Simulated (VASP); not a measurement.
# HfOs (Pm-3m) in VASP: notebook, part 2 of 2

VASP 6.6.1. Earlier steps stand in the parts before.

**3. Relaxation of cell and atoms, LDA**

This run uses another cell than the first one, of 17.33 Å³/atom.

File INCAR:

```
SYSTEM = HfOs
PREC = Accurate
ENCUT = 600
EDIFF = 1E-7
ISMEAR = 0
SIGMA = 0.1
LREAL = .False.
LASPH = .True.
NELM = 120
ALGO = Normal
ISIF = 3
LWAVE = .False.
LCHARG = .False.
IBRION = 2
NSW = 70
EDIFFG = -0.005
GGA_COMPAT = .False.
NELMIN = 4
```

File KPOINTS:

```
Automatic mesh
0
Gamma
  14 14 14
  0 0 0
```

File POSCAR:

```
HfOs
1.0
    3.2606382363      0.0000000000      0.0000000000
    0.0000000000      3.2606382363      0.0000000000
    0.0000000000      0.0000000000      3.2606382363
Hf Os
1 1
Direct
    0.0000000000      0.0000000000      0.0000000000
    0.5000000000      0.5000000000      0.5000000000
```

Potentials or basis: VASP PAW LDA potentials, release 64 (Hf_pv, Os).

On the command line:

```console
$ cat potpaw_LDA.64/Hf_pv/POTCAR potpaw_LDA.64/Os/POTCAR > POTCAR
$ mpirun -np 1 vasp_std > vasp.out
```

OUTCAR:

```text
SYSTEM = HfOs
   PREC = Accurate
   ENCUT = 600
   EDIFF = 1E-7
   ISMEAR = 0
   LREAL = .False.
   LASPH = .True.
   NELM = 120
   ISIF = 3
   IBRION = 2
   NSW = 70
   EDIFFG = -0.005
   NELMIN = 4

 ion  position               nearest neighbor table
   1  0.000  0.000  0.000-   2 2.82   2 2.82   2 2.82   2 2.82   2 2.82   2 2.82   2 2.82   2 2.82

   2  0.500  0.500  0.500-   1 2.82   1 2.82   1 2.82   1 2.82   1 2.82   1 2.82   1 2.82   1 2.82

  LATTYP: Found a simple cubic cell.
 ALAT       =     3.2606382363

  Lattice vectors:

 A1 = (   3.2606382363,   0.0000000000,   0.0000000000)
 A2 = (   0.0000000000,   3.2606382363,   0.0000000000)
 A3 = (   0.0000000000,   0.0000000000,   3.2606382363)

Analysis of symmetry for initial positions (statically):
=====================================================================
 Subroutine PRICEL returns:
 Original cell was already a primitive cell.

 Routine SETGRP: Setting up the symmetry group for a
 simple cubic supercell.

 Subroutine GETGRP returns: Found 48 space group operations
 (whereof 48 operations were pure point group operations)
 out of a pool of 48 trial point group operations.

The static configuration has the point symmetry O_h .

Analysis of symmetry for dynamics (positions and initial velocities):
=====================================================================
 Subroutine PRICEL returns:
 Original cell was already a primitive cell.

 Routine SETGRP: Setting up the symmetry group for a
 simple cubic supercell.

 Subroutine GETGRP returns: Found 48 space group operations
 (whereof 48 operations were pure point group operations)
 out of a pool of 48 trial point group operations.

The dynamic configuration has the point symmetry O_h .

 Subroutine INISYM returns: Found 48 space group operations
 (whereof 48 operations are pure point group operations),
 and found     1 'primitive' translations

[... 137 lines left out ...]

 Free energy of the ion-electron system (eV)
  ---------------------------------------------------
  ext. energy  EPLUGINS =         0.00000000
  ---------------------------------------------------
  free energy    TOTEN  =       -24.70325562 eV

  energy without entropy =      -24.70225789  energy(sigma->0) =      -24.70275676

------------------------ aborting loop because EDIFF is reached ----------------------------------------

  FORCE on cell =-STRESS in cart. coord.  units (eV):
  Direction    XX          YY          ZZ          XY          YZ          ZX
  --------------------------------------------------------------------------------------
  -------------------------------------------------------------------------------------
  Total       -2.8020831     -2.8020831     -2.8020831     -0.0000000     -0.0000000      0.0000000
  in kB     -129.5041689   -129.5041689   -129.5041689     -0.0000000     -0.0000000      0.0000000
  external PRESSURE =    -129.5041689 kB  Pullay stress =       0.0000000 kB
[... 203 lines left out ...]
--------------------------------------- Ionic step        7  -------------------------------------------

 number of electron      18.0000000 magnetization

 Free energy of the ion-electron system (eV)
  ---------------------------------------------------
  ext. energy  EPLUGINS =         0.00000000
  ---------------------------------------------------
  free energy    TOTEN  =       -24.78451488 eV

  energy without entropy =      -24.78327806  energy(sigma->0) =      -24.78389647

 E-fermi :   7.4030     XC(G=0): -13.1229

 val. band max:        7.3786390802   @ k =   0.3571   0.0714   0.0000
 cond. band min:       7.4731663593   @ k =   0.5000   0.1429   0.0000
 fundamental gap:      0.0945272791
 Fermi energy:         7.4029861680

 k-point     1 :       0.0000    0.0000    0.0000
  band No.  band energies     occupation
      1     -22.7136      2.00000
      2     -22.7136      2.00000
      3     -22.7136      2.00000
      4      -1.7385      2.00000
      5       1.8014      2.00000
      6       1.8014      2.00000
      7       5.7393      2.00000
      8       5.7393      2.00000
      9       5.7393      2.00000
     10       9.9229      0.00000
     11       9.9229      0.00000
     12      13.6623      0.00000
     13      13.6623      0.00000
[... 354 lines left out ...]
  band No.  band energies     occupation
      1     -23.0679      2.00000
      2     -22.8593      2.00000
      3     -22.6832      2.00000
      4       1.2508      2.00000
      5       2.7694      2.00000
      6       4.1116      2.00000
      7       4.6989      2.00000
      8       5.3355      2.00000
      9       5.5919      2.00000
     10       8.1151      0.00000
     11       8.8049      0.00000
     12      10.1569      0.00000
     13      10.5478      0.00000

 [... further k-points ...]

------------------------ aborting loop because EDIFF is reached ----------------------------------------

  FORCE on cell =-STRESS in cart. coord.  units (eV):
  Direction    XX          YY          ZZ          XY          YZ          ZX
  --------------------------------------------------------------------------------------
  -------------------------------------------------------------------------------------
  Total       -0.0008712     -0.0008712     -0.0008712      0.0000000      0.0000000      0.0000000
  in kB       -0.0426174     -0.0426174     -0.0426174      0.0000000      0.0000000      0.0000000
  external PRESSURE =      -0.0426174 kB  Pullay stress =       0.0000000 kB
[... 17 lines left out ...]
  FREE ENERGIE OF THE ION-ELECTRON SYSTEM (eV)
  ---------------------------------------------------
  free  energy   TOTEN  =       -24.7845148813 eV

  energy  without entropy=      -24.7832780595  energy(sigma->0) =      -24.78389647

 reached required accuracy - stopping structural energy minimisation
```

OSZICAR:

```text
N       E                     dE             d eps       ncg     rms          rms(c)
DAV:   1     0.772175018379E+02    0.77218E+02   -0.10256E+04  3120   0.147E+03
DAV:   2    -0.206101044454E+02   -0.97828E+02   -0.91187E+02  3528   0.356E+02
[... 61 lines left out ...]
   6 F= -.24784488E+02 E0= -.24783871E+02  d E =0.194694E-04
       N       E                     dE             d eps       ncg     rms          rms(c)
DAV:   1    -0.247845967964E+02   -0.10843E-03   -0.20343E-03  3120   0.405E-01    0.179E-01
DAV:   2    -0.247845354348E+02    0.61362E-04   -0.22202E-04  3797   0.134E-01    0.362E-02
DAV:   3    -0.247845198055E+02    0.15629E-04   -0.52793E-05  3957   0.552E-02    0.439E-02
DAV:   4    -0.247845148496E+02    0.49559E-05   -0.15644E-05  3422   0.365E-02    0.175E-02
DAV:   5    -0.247845148813E+02   -0.31665E-07   -0.34532E-07  3573   0.500E-03
   7 F= -.24784515E+02 E0= -.24783896E+02  d E =-.696208E-05
```

Run time: 6.5 min. Hardware: 1 thread of Intel Xeon 8259CL, shared host; peak memory 0.23 GiB.

Results:

* Free energy: -24.7845 eV
* Relaxed volume: 16.38 Å³/atom
* Relaxed cell: a = 3.199 Å, b = 3.199 Å, c = 3.199 Å, α = 90.00°, β = 90.00°, γ = 90.00°
* Space group after relaxing (to 0.1 Å): Pm-3m (No. 221)
* Energy gained by relaxing: 40.6 meV/atom
* Ionic steps: 7
* Pressure after relaxing: 0.0 GPa
* Band gap on the k mesh: zero (bands 9 and 10 overlap by 1.49 eV)

The path:
| step | energy change (eV) | largest force (eV/Å) | pressure (GPa) | volume (Å³) |
| --- | --- | --- | --- | --- |
| 1 | 0.0000 | 0.0000 | -12.95 | 34.67 |
| 2 | 0.6111 | 0.0000 | 54.40 | 28.10 |
| 3 | -0.0809 | 0.0000 | -0.91 | 32.87 |
| 4 | -0.0812 | 0.0000 | -0.15 | 32.77 |
| 5 | -0.0813 | 0.0000 | 0.12 | 32.74 |
| 6 | -0.0812 | 0.0000 | -0.24 | 32.79 |
| 7 | -0.0813 | 0.0000 | 0.00 | 32.75 |

Final structure:
```cif
data_structure
_symmetry_space_group_name_H-M 'P 1'
_symmetry_Int_Tables_number 1
_cell_length_a 3.1995
_cell_length_b 3.1995
_cell_length_c 3.1995
_cell_angle_alpha 90.000
_cell_angle_beta 90.000
_cell_angle_gamma 90.000
_cell_volume 32.75
loop_
_atom_site_label
_atom_site_type_symbol
_atom_site_fract_x
_atom_site_fract_y
_atom_site_fract_z
_atom_site_occupancy
Hf1 Hf 0.00000 0.00000 0.00000 1
Os1 Os 0.50000 0.50000 0.50000 1
```

Caveat: spin-orbit coupling is left out, which moves the levels of the heavy elements. Zero-point motion and thermal expansion aren't in these numbers.
